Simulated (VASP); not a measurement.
# SiC (Moissanite 3C) (F-43m) in VASP: further runs

Runs on SiC (Moissanite 3C). Level: r2SCAN. Tasks: single point.

Everything below comes from runs of VASP 6.6.1. Logs are shortened: lines on timing, memory, paths and dates and some standing lists are left out, and cuts for length are marked.

**1. The cell of the first run**

The structure is cubic, space group F-43m (No. 216). Conventional cell: a = 4.269 Å, b = 4.269 Å, c = 4.269 Å, α = 90.00°, β = 90.00°, γ = 90.00°. Si (site symmetry -43m) has 4 C at 1.85 Å within 2.5 Å. C (site symmetry -43m) has 4 Si at 1.85 Å within 2.5 Å.

**2. Single point, r2SCAN**

Contents of POSCAR:

```
SiC
1.0
    0.0000000000      2.1345181309      2.1345181309
    2.1345181309      0.0000000000      2.1345181309
    2.1345181309      2.1345181309      0.0000000000
Si C
1 1
Direct
    0.0000000000      0.0000000000      0.0000000000
    0.2500000000      0.2500000000      0.2500000000
```

Contents of INCAR.step1:

```
SYSTEM = SiC
PREC     = Accurate       ! precision mode
ENCUT    = 520            ! plane-wave cutoff, eV
ISMEAR   = 0              ! smearing method
SIGMA    = 0.01           ! smearing width, eV
LREAL    = .False.        ! projectors in reciprocal space
LASPH    = .True.         ! aspherical terms in the spheres
NELM     = 100            ! most SCF steps
NBANDS   = 11             ! bands
GGA      = PE             ! functional
ALGO     = Normal         ! electronic algorithm
EDIFF    = 1E-4           ! SCF threshold, eV
LWAVE    = .True.         ! write WAVECAR
LCHARG   = .False.        ! write CHGCAR
```

Contents of INCAR.step2:

```
SYSTEM = SiC
PREC     = Accurate       ! precision mode
ENCUT    = 520            ! plane-wave cutoff, eV
EDIFF    = 1E-7           ! SCF threshold, eV
ISMEAR   = 0              ! smearing method
SIGMA    = 0.01           ! smearing width, eV
LREAL    = .False.        ! projectors in reciprocal space
LASPH    = .True.         ! aspherical terms in the spheres
NELM     = 100            ! most SCF steps
ALGO     = Normal         ! electronic algorithm
ISIF     = 2              ! what is computed and relaxed
LWAVE    = .False.        ! write WAVECAR
LCHARG   = .False.        ! write CHGCAR
METAGGA  = R2SCAN         ! meta-GGA
LMIXTAU  = .True.       
NBANDS   = 11             ! bands
ISTART   = 1
```

Contents of KPOINTS:

```
regular mesh
0
Gamma
  8 8 8
  0 0 0
```

Potentials or basis: VASP PAW PBE potentials, release 64 (Si, C).

On the command line:

```sh
$ cat potpaw_PBE.64/Si/POTCAR potpaw_PBE.64/C/POTCAR > POTCAR
$ cp INCAR.step1 INCAR
$ mpirun -np 1 vasp_std > vasp.out
$ cp INCAR.step2 INCAR
$ mpirun -np 1 vasp_std > vasp.out
```

OUTCAR:

```text
SYSTEM = SiC
   PREC = Accurate
   ENCUT = 520
   EDIFF = 1E-7
   ISMEAR = 0
   LREAL = .False.
   LASPH = .True.
   NELM = 100
   ISIF = 2
   METAGGA = R2SCAN
   ISTART = 1

 ion  position               nearest neighbor table
   1  0.000  0.000  0.000-   2 1.85   2 1.85   2 1.85   2 1.85
   2  0.250  0.250  0.250-   1 1.85   1 1.85   1 1.85   1 1.85

  LATTYP: Found a face centered cubic cell.
 ALAT       =     4.2690362618

  Lattice vectors:

 A1 = (   0.0000000000,   2.1345181309,   2.1345181309)
 A2 = (   2.1345181309,   0.0000000000,   2.1345181309)
 A3 = (   2.1345181309,   2.1345181309,   0.0000000000)

Analysis of symmetry for initial positions (statically):
=====================================================================
 Subroutine PRICEL returns:
 Original cell was already a primitive cell.

 Routine SETGRP: Setting up the symmetry group for a
 face centered cubic supercell.

 Subroutine GETGRP returns: Found 24 space group operations
 (whereof 24 operations were pure point group operations)
 out of a pool of 48 trial point group operations.

The static configuration has the point symmetry T_d .

Analysis of symmetry for dynamics (positions and initial velocities):
=====================================================================
 Subroutine PRICEL returns:
 Original cell was already a primitive cell.

 Routine SETGRP: Setting up the symmetry group for a
 face centered cubic supercell.

 Subroutine GETGRP returns: Found 24 space group operations
 (whereof 24 operations were pure point group operations)
 out of a pool of 48 trial point group operations.

The dynamic configuration has the point symmetry T_d .

 Subroutine INISYM returns: Found 24 space group operations
 (whereof 24 operations are pure point group operations),
 and found     1 'primitive' translations

----------------------------------------------------------------------------------------

                                     Primitive cell

  volume of cell :      19.4504

  direct lattice vectors                    reciprocal lattice vectors
     0.000000000  2.134518131  2.134518131    -0.234244907  0.234244907  0.234244907
     2.134518131  0.000000000  2.134518131     0.234244907 -0.234244907  0.234244907
     2.134518131  2.134518131  0.000000000     0.234244907  0.234244907 -0.234244907

  length of vectors
     3.018664490  3.018664490  3.018664490     0.405724079  0.405724079  0.405724079

  position of ions in fractional coordinates (direct lattice)
     0.000000000  0.000000000  0.000000000
     0.250000000  0.250000000  0.250000000

  ion indices of the primitive-cell ions
   primitive index   ion index
                 1           1
                 2           2

----------------------------------------------------------------------------------------

 KPOINTS: regular mesh

Automatic generation of k-mesh.
 Grid dimensions read from file:
 generate k-points for:    8    8    8

 Generating k-lattice:

  Cartesian coordinates                     Fractional coordinates (reciprocal lattice)
    -0.029280613  0.029280613  0.029280613     0.125000000  0.000000000  0.000000000
     0.029280613 -0.029280613  0.029280613     0.000000000  0.125000000  0.000000000
     0.029280613  0.029280613 -0.029280613     0.000000000  0.000000000  0.125000000

  Length of vectors
     0.050715510  0.050715510  0.050715510

  Shift w.r.t. Gamma in fractional coordinates (k-lattice)
     0.000000000  0.000000000  0.000000000

 Subroutine IBZKPT returns following result:
 ===========================================

 Found     29 irreducible k-points:

 Following reciprocal coordinates:
            Coordinates               Weight
  0.000000  0.000000  0.000000      1.000000
  0.125000  0.000000  0.000000      8.000000
  0.250000  0.000000  0.000000      8.000000
  0.375000  0.000000  0.000000      8.000000
  0.500000  0.000000  0.000000      4.000000
  0.125000  0.125000  0.000000      6.000000
[... 16 lines left out ...]
  0.500000  0.250000  0.125000     48.000000
 -0.375000  0.250000  0.125000     24.000000
 [... further k-points ...]
   k-points           NKPTS =     29   k-points in BZ     NKDIM =     29   number of bands    NBANDS=     11
   number of dos      NEDOS =    301   number of ions     NIONS =      2
   total plane-waves  NPLWV =  13824
   dimension x,y,z NGX =    24 NGY =   24 NGZ =   24
   dimension x,y,z NGXF=    48 NGYF=   48 NGZF=   48
   ions per type =               1   1
   NGX,Y,Z   is equivalent  to a cutoff of  13.22, 13.22, 13.22 a.u.
   NGXF,Y,Z  is equivalent  to a cutoff of  26.43, 26.43, 26.43 a.u.
 SYSTEM =  SiC
   PREC   = accura    normal or accurate (medium, high low for compatibility)
   ISTART =      1    job   : 0-new  1-cont  2-samecut
   ICHARG =      0    charge: 1-file 2-atom 10-const
   ISPIN  =      1    spin polarized calculation?
   LNONCOLLINEAR =      F non collinear calculations
   LSORBIT =      F    spin-orbit coupling
   LASPH  =      T    aspherical Exc in radial PAW
   ENCUT  =  520.0 eV  38.22 Ry    6.18 a.u.   5.61  5.61  5.61*2*pi/ulx,y,z
   NELM   =    100;   NELMIN=  2; NELMDL=  0     # of ELM steps
   EDIFF  = 0.1E-06   stopping-criterion for ELM
   LREAL  =      F    real-space projection
   EDIFFG = 0.1E-05   stopping-criterion for IOM
   NSW    =      0    number of steps for IOM
   IBRION =     -1    ionic relax: 0-MD 1-quasi-New 2-CG
   NFREE  =      0    steps in history (QN), initial steepest desc. (CG)
   ISIF   =      2    stress and relaxation
   ISYM   =      2    0-nonsym 1-usesym 2-fastsym
   POTIM  = 0.5000    time-step for ionic-motion
   TEBEG  =    0.0;   TEEND  =   0.0 temperature during run
   PSTRESS=    0.0 pullay stress
   NELECT =       8.0000    total number of electrons
   NUPDOWN=      -1.0000    fix difference up-down
   EMIN   =  10.00;   EMAX   =-10.00  energy-range for DOS
   EFERMI =   0.00;   METHOD = LEGACY
   ISMEAR =     0;   SIGMA  =   0.01  broadening in eV -4-tet -1-fermi 0-gaus
   EFERMI_NEDOS =   21; number of points for ismear=-14 and -15
   IALGO  =     38    algorithm
   IMIX   =      4    mixing-type and parameters
     AMIX     =   0.40;   BMIX     =  1.00
     AMIX_MAG =   1.60;   BMIX_MAG =  1.00
  volume/ion in A,a.u.               =       9.73        65.63
  Fermi-wavevector in a.u.,A,eV,Ry     =   1.217479  2.300703 20.167321  1.482256
  Thomas-Fermi vector in A             =   2.352798
   LORBIT       =      0    0 simple, 1 ext, 2 COOP (PROOUT), +10 PAW based schemes
   METAGGA = R2SCAN    functional components
   LHFCALC =     F    Hartree Fock is set to
   AEXX    =    0.0000 exact exchange contribution
   IVDW    =     0    specifies the selected vdW correction
   LEPSILON=     F    determine dielectric tensor
   LRPA    =     F    only Hartree local field effects (RPA)
 non-spin polarized calculation
 Gauss-broadening in eV      SIGMA  =   0.01
  energy-cutoff  :      520.00
  volume of cell :       19.45
 maximum number of plane-waves:       544
 NGX is ok and might be reduce to    24
   NGX = 11   NGY = 11   NGZ = 11

 number of electron       7.9999999 magnetization

 Free energy of the ion-electron system (eV)
  ---------------------------------------------------
  ext. energy  EPLUGINS =         0.00000000
  ---------------------------------------------------
  free energy    TOTEN  =       -19.27107031 eV

  energy without entropy =      -19.27107031  energy(sigma->0) =      -19.27107031

 E-fermi :   8.7551     XC(G=0): -12.2138

 val. band max:        8.6882889278   @ k =   0.0000   0.0000   0.0000
 cond. band min:      10.3704339117   @ k =   0.5000   0.5000   0.0000
 fundamental gap:      1.6821449839
 Fermi energy:         8.7550908165

 k-point     1 :       0.0000    0.0000    0.0000
  band No.  band energies     occupation
      1      -7.9921      2.00000
      2       8.6883      2.00000
      3       8.6883      2.00000
      4       8.6883      2.00000
      5      16.3065      0.00000
      6      17.0133      0.00000
      7      17.0133      0.00000
      8      17.0133      0.00000
      9      24.2859      0.00000
     10      24.2859      0.00000
     11      27.4902      0.00000

 k-point     2 :       0.1250    0.0000    0.0000
  band No.  band energies     occupation
      1      -7.6608      2.00000
      2       7.1257      2.00000
      3       8.4763      2.00000
      4       8.4763      2.00000
      5      16.3710      0.00000
      6      17.3988      0.00000
      7      17.3988      0.00000
      8      17.7964      0.00000
      9      23.0074      0.00000
     10      23.0074      0.00000
     11      26.3795      0.00000

 k-point     3 :       0.2500    0.0000    0.0000
  band No.  band energies     occupation
      1      -6.6926      2.00000
      2       4.1071      2.00000
      3       8.0465      2.00000
      4       8.0465      2.00000
      5      15.8412      0.00000
      6      17.5951      0.00000
      7      17.5951      0.00000
      8      19.4607      0.00000
      9      22.9202      0.00000
     10      22.9202      0.00000
     11      25.4824      0.00000

 k-point     4 :       0.3750    0.0000    0.0000
  band No.  band energies     occupation
      1      -5.2246      2.00000
      2       1.1455      2.00000
      3       7.6975      2.00000
      4       7.6975      2.00000
      5      15.4303      0.00000
      6      17.0223      0.00000
      7      17.0223      0.00000
      8      20.0463      0.00000
      9      25.2513      0.00000
     10      25.2513      0.00000
     11      26.1283      0.00000
[... 239 lines left out ...]
 k-point    22 :       0.3750    0.2500    0.1250
  band No.  band energies     occupation
      1      -5.8527      2.00000
      2       3.9222      2.00000
      3       5.6284      2.00000
      4       7.3386      2.00000
      5      14.8286      0.00000
      6      17.3622      0.00000
      7      18.3339      0.00000
      8      20.0803      0.00000
      9      22.3262      0.00000
     10      26.2850      0.00000
     11      29.9125      0.00000

 k-point    23 :       0.5000    0.2500    0.1250
  band No.  band energies     occupation
      1      -4.4468      2.00000
      2       1.7304      2.00000
      3       4.8508      2.00000
      4       6.6316      2.00000
      5      14.6942      0.00000
      6      17.3559      0.00000
      7      19.1239      0.00000
      8      20.4583      0.00000
      9      23.6563      0.00000
     10      26.9376      0.00000
     11      29.9954      0.00000

 k-point    24 :      -0.3750    0.2500    0.1250
  band No.  band energies     occupation
      1      -3.4379      2.00000
      2       0.3200      2.00000
      3       4.7420      2.00000
      4       6.2592      2.00000
      5      14.6163      0.00000
      6      17.0168      0.00000
      7      20.1237      0.00000
      8      21.1461      0.00000
      9      23.7042      0.00000
     10      26.5522      0.00000
     11      30.0482      0.00000

 [... further k-points ...]
[... 5 lines left out ...]
  --------------------------------------------------------------------------------------
  -------------------------------------------------------------------------------------
  Total        1.8545751      1.8545751      1.8545751     -0.0000000      0.0000000     -0.0000000
  in kB      152.7655608    152.7655608    152.7655608     -0.0000000      0.0000000     -0.0000000
  external PRESSURE =     152.7655608 kB  Pullay stress =       0.0000000 kB

 VOLUME and BASIS-vectors are now :
 -----------------------------------------------------------------------------
  energy-cutoff  :      520.00
  volume of cell :       19.45
      direct lattice vectors                 reciprocal lattice vectors
     0.000000000  2.134518131  2.134518131    -0.234244907  0.234244907  0.234244907
     2.134518131  0.000000000  2.134518131     0.234244907 -0.234244907  0.234244907
     2.134518131  2.134518131  0.000000000     0.234244907  0.234244907 -0.234244907

 POSITION                                       TOTAL-FORCE (eV/Angst)
 -----------------------------------------------------------------------------------
      0.00000      0.00000      0.00000        -0.000000     -0.000000      0.000000
      1.06726      1.06726      1.06726         0.000000      0.000000     -0.000000
 -----------------------------------------------------------------------------------
    total drift:                               -0.000001     -0.000001     -0.000001

  FREE ENERGIE OF THE ION-ELECTRON SYSTEM (eV)
  ---------------------------------------------------
  free  energy   TOTEN  =       -19.2710703122 eV

  energy  without entropy=      -19.2710703122  energy(sigma->0) =      -19.27107031
```

Run time: 12 s. Hardware: 1 thread of Intel Xeon 6975P-C (Granite Rapids), shared host; peak memory 0.13 GiB.

Results:

```yaml
Free_energy: -19.2711 eV
Pressure: 15.3 GPa
Band_gap_on_the_k_mesh: 1.68 eV, indirect (least direct gap 5.14 eV)
```

Caveat: the PAW data sets were made with another functional, which shifts forces and pressure a little. r2SCAN opens gaps a little over a GGA but as a rule still falls short of measured ones.

**3. Single point, r2SCAN**

This run uses another cell than the first one, of 9.93 Å³/atom, 1.021 times its volume.

Contents of POSCAR:

```
SiC
1.0
    0.0000000000      2.1495504440      2.1495504440
    2.1495504440      0.0000000000      2.1495504440
    2.1495504440      2.1495504440      0.0000000000
Si C
1 1
Direct
    0.0000000000      0.0000000000      0.0000000000
    0.2500000000      0.2500000000      0.2500000000
```

Contents of INCAR.step1:

```
SYSTEM = SiC
PREC     = Accurate       ! precision mode
ENCUT    = 520            ! plane-wave cutoff, eV
ISMEAR   = 0              ! smearing method
SIGMA    = 0.01           ! smearing width, eV
LREAL    = .FALSE.        ! projectors in reciprocal space
LASPH    = .TRUE.         ! aspherical terms in the spheres
NELM     = 100            ! most SCF steps
NBANDS   = 11             ! bands
GGA      = PE             ! functional
ALGO     = Normal         ! electronic algorithm
EDIFF    = 1E-4           ! SCF threshold, eV
LWAVE    = .TRUE.         ! write WAVECAR
LCHARG   = .FALSE.        ! write CHGCAR
```

Contents of INCAR.step2:

```
SYSTEM = SiC
PREC     = Accurate       ! precision mode
ENCUT    = 520            ! plane-wave cutoff, eV
EDIFF    = 1E-6           ! SCF threshold, eV
ISMEAR   = 0              ! smearing method
SIGMA    = 0.01           ! smearing width, eV
LREAL    = .FALSE.        ! projectors in reciprocal space
LASPH    = .TRUE.         ! aspherical terms in the spheres
NELM     = 100            ! most SCF steps
ALGO     = Normal         ! electronic algorithm
ISIF     = 2              ! what is computed and relaxed
LWAVE    = .FALSE.        ! write WAVECAR
LCHARG   = .FALSE.        ! write CHGCAR
METAGGA  = R2SCAN         ! meta-GGA
LMIXTAU  = .TRUE.       
NBANDS   = 11             ! bands
ISTART   = 1
```

Contents of KPOINTS:

```
regular mesh
0
G
  8 8 8
  0 0 0
```

Potentials or basis: VASP PAW PBE potentials, release 64 (Si, C).

On the command line:

```sh
$ cat potpaw_PBE.64/Si/POTCAR potpaw_PBE.64/C/POTCAR > POTCAR
$ cp INCAR.step1 INCAR
$ mpirun -np 1 vasp_std > vasp.out
$ cp INCAR.step2 INCAR
$ mpirun -np 1 vasp_std > vasp.out
```

Wall time 12 s (1 thread of Intel Xeon 6975P-C (Granite Rapids), shared host); peak memory 0.14 GiB.

It converged, with:

| Item | Value |
| --- | --- |
| Free energy | -19.3031 eV |
| Pressure | 9.5 GPa |
| Band gap on the k mesh | 1.70 eV, indirect (least direct gap 5.11 eV) |

Levels at points of the mesh, in eV from the valence-band top:
```csv
k point,band 2,band 3,band 4,band 5,band 6,band 7
"(0.00, 0.00, 0.00)",0.00,0.00,0.00,7.35,8.16,8.16
"(0.50, 0.00, 0.00)",-9.05,-1.11,-1.11,6.39,7.93,7.93
"(0.50, 0.50, 0.00)",-8.18,-3.41,-3.41,1.70,4.98,15.64
```

Caveat: the PAW data sets were made with another functional, which shifts forces and pressure a little.

**4. Single point, r2SCAN**

This run uses another cell than the first one, of 10.14 Å³/atom, 1.043 times its volume.

Contents of POSCAR:

```
SiC
1.0
    0.0000000000      2.1643753983      2.1643753983
    2.1643753983      0.0000000000      2.1643753983
    2.1643753983      2.1643753983      0.0000000000
Si C
1 1
Direct
    0.0000000000      0.0000000000      0.0000000000
    0.2500000000      0.2500000000      0.2500000000
```

Contents of INCAR.step1:

```
PREC = Accurate
ENCUT = 520
ISMEAR = 0
SIGMA = 0.01
LREAL = F
LASPH = T
NELM = 60
NBANDS = 11
GGA = PE
ALGO = Normal
EDIFF = 1E-4
LWAVE = T
LCHARG = F
```

Contents of INCAR.step2:

```
PREC = Accurate
ENCUT = 520
EDIFF = 1E-6
ISMEAR = 0
SIGMA = 0.01
LREAL = F
LASPH = T
NELM = 60
ALGO = Normal
ISIF = 2
LWAVE = F
LCHARG = F
METAGGA = R2SCAN
LMIXTAU = T
NBANDS = 11
ISTART = 1
```

Contents of KPOINTS:

```
regular mesh
0
Gamma
  8 8 8
```

On the command line:

```sh
$ cat potpaw_PBE.64/Si/POTCAR potpaw_PBE.64/C/POTCAR > POTCAR
$ cp INCAR.step1 INCAR
$ mpirun -np 1 vasp_std > vasp.out
$ cp INCAR.step2 INCAR
$ mpirun -np 1 vasp_std > vasp.out
```

Wall time 12 s (1 thread of Intel Xeon 6975P-C (Granite Rapids), shared host); peak memory 0.13 GiB.

The run converged. Its results:

* Free energy: -19.3210 eV
* Pressure: 4.3 GPa
* Band gap on the k mesh: 1.71 eV, indirect (least direct gap 5.08 eV)

Levels at points of the mesh, in eV from the valence-band top:
```tsv
k point	band 1	band 2	band 3	band 4	band 5	band 6	band 7	band 8	band 9
(0.00, 0.00, 0.00)	-16.34	0.00	0.00	0.00	7.09	8.00	8.00	8.00	15.33
(0.50, 0.00, 0.00)	-12.64	-8.93	-1.11	-1.11	6.19	7.84	7.84	11.08	17.68
(0.50, 0.50, 0.00)	-11.16	-8.12	-3.37	-3.37	1.71	4.90	15.38	15.38	16.29
```

Caveat: the PAW data sets were made with another functional, which shifts forces and pressure a little.

**5. The runs side by side**

```tsv
cell	gap on the mesh (eV)	pressure (GPa)
a = 3.019 Å, angles 60.0°, 2 atoms	1.68	15.3
a = 3.040 Å, angles 60.0°, 2 atoms	1.70	9.5
a = 3.061 Å, angles 60.0°, 2 atoms	1.71	4.3
```

Alike in all rows: task single point; level r2SCAN; potentials or basis VASP PAW PBE potentials, release 64 (Si, C); no spin polarisation; k mesh 8 × 8 × 8; cutoff (eV) 520; smearing gaussian 0.01 eV.

Caveats: the PAW data sets were made with another functional, which shifts forces and pressure a little.

Total energies depend on the potentials used, so only differences within one code and one set of settings carry meaning.
